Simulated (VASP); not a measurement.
# SbAs in VASP: a series of runs, part 2 of 2

VASP 6.6.1. The steps go on from the part before.

## 3. Single point, PBE+D3(BJ)

Contents of INCAR:

```
SYSTEM = SbAs
ALGO = Normal
DIPOL = 0.5 0.5 0.500
EDIFF = 1E-7
ENCUT = 520
GGA = PE
IDIPOL = 3
ISIF = 2
ISMEAR = 0
IVDW = 12
LASPH = .True.
LCHARG = .False.
LDIPOL = .True.
LREAL = .False.
LWAVE = .False.
NBANDS = 18
NELM = 100
PREC = Accurate
SIGMA = 0.1
```

Contents of KPOINTS:

```
k-points
0
Gamma
  6 6 1
  0 0 0
```

Contents of POSCAR:

```
SbAs
1.0
    4.2070712900      0.0000000000      0.0000000000
   -2.1035356500      3.6434314800      0.0000000000
    0.0000000000      0.0000000000     21.0000000000
Sb As
2 2
Direct
    0.0000000000      0.0000000000      0.3568822400
    0.3333333300      0.6666666700      0.5771428600
    0.3333333300      0.6666666700      0.4228571400
    0.0000000000      0.0000000000      0.6431177600
```

Potentials or basis: VASP PAW PBE potentials, release 64 (Sb, As).

On the command line:

```console
$ cat potpaw_PBE.64/Sb/POTCAR potpaw_PBE.64/As/POTCAR > POTCAR
$ mpirun -np 1 vasp_std > vasp.out
```

OUTCAR:

```text
SYSTEM = SbAs
   EDIFF = 1E-7
   ENCUT = 520
   GGA = PE
   ISIF = 2
   ISMEAR = 0
   IVDW = 12
   LASPH = .True.
   LREAL = .False.
   NELM = 100
   PREC = Accurate
 IVDW          = 12

 ion  position               nearest neighbor table
   1  0.000  0.000  0.357-   3 2.80   3 2.80   3 2.80
   2  0.333  0.667  0.577-   4 2.80   4 2.80   4 2.80   3 3.24
   3  0.333  0.667  0.423-   1 2.80   1 2.80   1 2.80   2 3.24
   4  0.000  0.000  0.643-   2 2.80   2 2.80   2 2.80

  LATTYP: Found a hexagonal cell.
 ALAT       =     4.2070712900
 C/A-ratio  =     4.9915959470

  Lattice vectors:

 A1 = (   4.2070712900,   0.0000000000,   0.0000000000)
 A2 = (  -2.1035356500,   3.6434314800,   0.0000000000)
 A3 = (   0.0000000000,   0.0000000000,  21.0000000000)

Analysis of symmetry for initial positions (statically):
=====================================================================
 Subroutine PRICEL returns:
 Original cell was already a primitive cell.

 Routine SETGRP: Setting up the symmetry group for a
 hexagonal supercell.

 Subroutine GETGRP returns: Found  6 space group operations
 (whereof  6 operations were pure point group operations)
[... 161 lines left out ...]

 k-point     1 :       0.0000    0.0000    0.0000
  band No.  band energies     occupation
      1     -13.4003      2.00000
      2     -13.1560      2.00000
      3      -8.6248      2.00000
      4      -7.7348      2.00000
      5      -2.5894      2.00000
      6      -2.5333      2.00000
[... 124 lines left out ...]
      5      -5.2427      2.00000
      6      -5.0004      2.00000
[... 10 lines left out ...]
     17       4.9213      0.00000
     18       5.0479      0.00000

------------------------ aborting loop because EDIFF is reached ----------------------------------------

 vacuum level on the upper side and lower side of the slab       (xc-potential included)         0.111        -0.281

 Edisp (eV)   -0.97265

 E8    (eV) :    -0.4470

  FORCE on cell =-STRESS in cart. coord.  units (eV):
  Direction    XX          YY          ZZ          XY          YZ          ZX
  --------------------------------------------------------------------------------------
  -------------------------------------------------------------------------------------
  Total      -4.82963    -4.82963     0.23319     0.00000    -0.00000     0.00000
  in kB     -24.03890   -24.03891     1.16068     0.00000    -0.00000     0.00000
  external pressure =      -15.64 kB  Pullay stress =        0.00 kB

 VOLUME and BASIS-vectors are now :
 -----------------------------------------------------------------------------
  energy-cutoff  :      520.00
  volume of cell :      321.89
      direct lattice vectors                 reciprocal lattice vectors
     4.207071290  0.000000000  0.000000000     0.237695045  0.137233266  0.000000000
    -2.103535650  3.643431480  0.000000000     0.000000000  0.274466531  0.000000000
     0.000000000  0.000000000 21.000000000     0.000000000  0.000000000  0.047619048

 POSITION                                       TOTAL-FORCE (eV/Angst)
 -----------------------------------------------------------------------------------
      0.00000      0.00000      7.49453         0.000000     -0.000000      0.048724
     -0.00000      2.42895     12.12000        -0.000000      0.000000      0.292041
     -0.00000      2.42895      8.88000        -0.000000      0.000000     -0.203946
      0.00000      0.00000     13.50547         0.000000     -0.000000     -0.136820
 -----------------------------------------------------------------------------------
    total drift:                                0.000008     -0.000005     -0.000234

  FREE ENERGIE OF THE ION-ELECTRON SYSTEM (eV)
  ---------------------------------------------------
  free  energy   TOTEN  =       -17.8667379855 eV

  energy  without entropy=      -17.8568748538  energy(sigma->0) =      -17.86180642

 vacuum level on the upper side and lower side of the slab         3.673         3.266
```

Wall time 89 s (1 thread of Intel Xeon Platinum 8488C (Sapphire Rapids), shared host); peak memory 0.4 GiB.

What came out:

```yaml
Free_energy: -17.8667 eV
Largest_force: 0.292 eV/Å
Band_gap_on_the_k_mesh: zero (bands 10 and 11 overlap by 0.44 eV)
Dispersion_energy_per_atom: -0.243 eV
```

Forces on the atoms (eV/Å):
```
Sb   0.000  0.000  0.049
Sb   0.000  0.000  0.292
As   0.000  0.000 -0.204
As   0.000  0.000 -0.137
```

Caveat: spin-orbit coupling is left out, which moves the levels of the heavy elements.

## 4. Single point, PBE+D3(BJ)

This run uses another cell than the first one.

Contents of INCAR:

```
PREC = Accurate
ENCUT = 520
EDIFF = 1E-6
ISMEAR = 0
SIGMA = 0.1
LREAL = False
LASPH = True
NELM = 100
ALGO = Normal
ISIF = 2
LWAVE = False
LCHARG = False
LDIPOL = True
IDIPOL = 3
DIPOL = 0.5 0.5 0.293
GGA = PE
IVDW = 12
NBANDS = 18
```

Contents of KPOINTS:

```
regular mesh
0
Gamma
  6 6 1
```

Contents of POSCAR:

```
SbAs
1.0
    3.8305259182      0.0000000026      0.0000000000
   -1.9152629614      3.3173327537      0.0000000000
    0.0000000000      0.0000000000     35.8218918400
Sb As
2 2
Direct
    0.0000000000      0.0000000000      0.1965343049
    0.3333333333      0.6666666667      0.3473863153
    0.3333333333      0.6666666667      0.2388717029
    0.0000000000      0.0000000000      0.3896750661
```

Potentials or basis: VASP PAW PBE potentials, release 64 (Sb, As).

On the command line:

```console
$ cat potpaw_PBE.64/Sb/POTCAR potpaw_PBE.64/As/POTCAR > POTCAR
$ mpirun -np 1 vasp_std > vasp.out
```

OUTCAR:

```text
PREC = Accurate
   ENCUT = 520
   EDIFF = 1E-6
   ISMEAR = 0
   LREAL = False
   LASPH = True
   NELM = 100
   ISIF = 2
   GGA = PE
   IVDW = 12
 IVDW          = 12

 ion  position               nearest neighbor table
   1  0.000  0.000  0.197-   3 2.68   3 2.68   3 2.68
   2  0.333  0.667  0.347-   4 2.68   4 2.68   4 2.68
   3  0.333  0.667  0.239-   1 2.68   1 2.68   1 2.68
   4  0.000  0.000  0.390-   2 2.68   2 2.68   2 2.68

  LATTYP: Found a hexagonal cell.
 ALAT       =     3.8305259182
 C/A-ratio  =     9.3516902391

  Lattice vectors:

 A1 = (   3.8305259182,   0.0000000026,   0.0000000000)
 A2 = (  -1.9152629614,   3.3173327537,   0.0000000000)
 A3 = (   0.0000000000,   0.0000000000,  35.8218918400)

Analysis of symmetry for initial positions (statically):
=====================================================================
 Subroutine PRICEL returns:
 Original cell was already a primitive cell.

 Routine SETGRP: Setting up the symmetry group for a
 hexagonal supercell.

 Subroutine GETGRP returns: Found  6 space group operations
 (whereof  6 operations were pure point group operations)
 out of a pool of 24 trial point group operations.

The static configuration has the point symmetry C_3v.

Analysis of symmetry for dynamics (positions and initial velocities):
=====================================================================
 Subroutine PRICEL returns:
 Original cell was already a primitive cell.

 Routine SETGRP: Setting up the symmetry group for a
 hexagonal supercell.

 Subroutine GETGRP returns: Found  6 space group operations
 (whereof  6 operations were pure point group operations)
 out of a pool of 24 trial point group operations.

The dynamic configuration has the point symmetry C_3v.

 Subroutine INISYM returns: Found  6 space group operations
 (whereof  6 operations are pure point group operations),
 and found     1 'primitive' translations

----------------------------------------------------------------------------------------
[... 105 lines left out ...]
   LHFCALC =     F    Hartree Fock is set to
   AEXX    =    0.0000 exact exchange contribution
   IVDW    =    12    specifies the selected vdW correction
   LEPSILON=     F    determine dielectric tensor
   LRPA    =     F    only Hartree local field effects (RPA)
 non-spin polarized calculation
 Gauss-broadening in eV      SIGMA  =   0.10
  energy-cutoff  :      520.00
  volume of cell :      455.19
 maximum number of plane-waves:     12303
   NGX = 15   NGY = 15   NGZ =133

 number of electron      20.0000000 magnetization

 dipolmoment           0.000000      0.000000      0.036520 electrons x Angstroem

 Free energy of the ion-electron system (eV)
  ---------------------------------------------------
  ext. energy  EPLUGINS =         0.00000000
  ---------------------------------------------------
  free energy    TOTEN  =       -17.35606329 eV

  energy without entropy =      -17.35606329  energy(sigma->0) =      -17.35606329

 E-fermi :  -2.1246     XC(G=0):  -2.7493

 val. band max:       -2.5624190971   @ k =   0.0000   0.0000   0.0000
 cond. band min:      -1.4907009330   @ k =   0.3333  -0.0000   0.0000
 fundamental gap:      1.0717181641
 Fermi energy:        -2.1245557862

 k-point     1 :       0.0000    0.0000    0.0000
  band No.  band energies     occupation
      1     -15.2282      2.00000
      2     -15.0365      2.00000
      3      -9.6315      2.00000
      4      -9.2282      2.00000
      5      -3.8475      2.00000
      6      -2.7550      2.00000
[... 124 lines left out ...]
      5      -6.7180      2.00000
      6      -6.5239      2.00000
[... 10 lines left out ...]
     17       4.2148      0.00000
     18       5.1489      0.00000

------------------------ aborting loop because EDIFF is reached ----------------------------------------

 vacuum level on the upper side and lower side of the slab       (xc-potential included)         0.250        -0.263

 Edisp (eV)   -1.07965

 E8    (eV) :    -0.4968

  FORCE on cell =-STRESS in cart. coord.  units (eV):
  Direction    XX          YY          ZZ          XY          YZ          ZX
  --------------------------------------------------------------------------------------
  -------------------------------------------------------------------------------------
  Total       0.10139     0.10139     0.26120    -0.00000     0.00000     0.00000
  in kB       0.35686     0.35686     0.91936    -0.00000     0.00000     0.00000
  external pressure =        0.54 kB  Pullay stress =        0.00 kB

 VOLUME and BASIS-vectors are now :
 -----------------------------------------------------------------------------
  energy-cutoff  :      520.00
  volume of cell :      455.19
      direct lattice vectors                 reciprocal lattice vectors
     3.830525918  0.000000003  0.000000000     0.261060758  0.150723499  0.000000000
    -1.915262961  3.317332754  0.000000000    -0.000000000  0.301446998  0.000000000
     0.000000000  0.000000000 35.821891840     0.000000000  0.000000000  0.027915890

 POSITION                                       TOTAL-FORCE (eV/Angst)
 -----------------------------------------------------------------------------------
      0.00000      0.00000      7.04023        -0.000000     -0.000000     -0.079233
     -0.00000      2.21156     12.44404        -0.000000      0.000000     -0.097039
     -0.00000      2.21156      8.55684         0.000000      0.000000      0.079537
      0.00000      0.00000     13.95890         0.000000     -0.000000      0.096736
 -----------------------------------------------------------------------------------
    total drift:                                0.000000     -0.000000     -0.000157

  FREE ENERGIE OF THE ION-ELECTRON SYSTEM (eV)
  ---------------------------------------------------
  free  energy   TOTEN  =       -18.4357112731 eV

  energy  without entropy=      -18.4357112731  energy(sigma->0) =      -18.43571127

 vacuum level on the upper side and lower side of the slab         2.707         2.187
```

stdout:

```text
POSCAR found type information on POSCAR SbAs
 POSCAR found :  2 types and       4 ions
 scaLAPACK will be used
 LDA part: xc-table for (Slater+PW92), standard interpolation
 POSCAR, INCAR and KPOINTS ok, starting setup
 FFT: planning ... GRIDC
 FFT: planning ... GRID_SOFT
 FFT: planning ... GRID
 WAVECAR not read
 entering main loop
```

It took 2 min on 1 thread of Intel Xeon Platinum 8488C (Sapphire Rapids), shared host; peak memory 0.5 GiB.

Results:

* Free energy: -18.4357 eV
* Largest force: 0.097 eV/Å
* Band gap on the k mesh: 1.07 eV (least direct gap 1.54 eV)
* Dispersion energy per atom: -0.270 eV

Forces on the atoms (eV/Å):
```
Sb   0.000  0.000 -0.079
Sb   0.000  0.000 -0.097
As   0.000  0.000  0.080
As   0.000  0.000  0.097
```

Caveat: spin-orbit coupling is left out, which moves the levels of the heavy elements.

The gap in the log of VASP goes by the Fermi energy; the results here count the filled bands.